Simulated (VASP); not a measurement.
Crystal: Sn2PdAu.

```
CELL_PARAMETERS angstrom
4.16302 0.00000 0.00000
-2.08151 3.60528 0.00000
0.00000 0.00000 5.69830
ATOMIC_POSITIONS crystal
Sn 0.33333 0.66667 0.23547
Sn 0.66667 0.33333 0.76453
Pd 0.00000 0.00000 0.00000
Au 0.00000 0.00000 0.50000
```

- Program: VASP 6.6.1
- Task: relaxation of cell and atoms
- Functional: PBEsol
- Potentials or basis: VASP PAW PBE potentials, release 64 (Sn_d, Pd, Au)
- Cutoff: 600 eV
- k mesh: 7 × 7 × 5
- Occupations: fermi-dirac, width 0.1 eV
- Spin: no spin polarisation

At the start: pressure -2.3 GPa; volume 21.38 Å³/atom.

Problem. Where does the relaxation end?

Solution. Over 5 steps the energy falls by 5.0 meV/atom and the volume is 20.90 Å³/atom (-2.2 %); space group P-3m1 (No. 164, to 0.05 Å).

Step by step:
```tsv
step	energy change (eV)	largest force (eV/Å)	pressure (GPa)	volume (Å³)
1	0.0000	0.0142	-2.26	85.52
2	-0.0046	0.0081	2.47	81.84
3	-0.0162	0.0023	0.16	83.49
4	-0.0187	0.0100	0.12	83.54
5	-0.0200	0.0207	0.06	83.61
```

Final structure:
```
CELL_PARAMETERS angstrom
4.16385 0.00000 0.00000
-2.08192 3.60600 0.00000
0.00000 0.00000 5.56861
ATOMIC_POSITIONS crystal
Sn 0.33333 0.66667 0.23535
Sn 0.66667 0.33333 0.76465
Pd 0.00000 0.00000 0.00000
Au 0.00000 0.00000 0.50000
```

Caveat: the PAW data sets were made with another functional, which shifts forces and pressure a little.
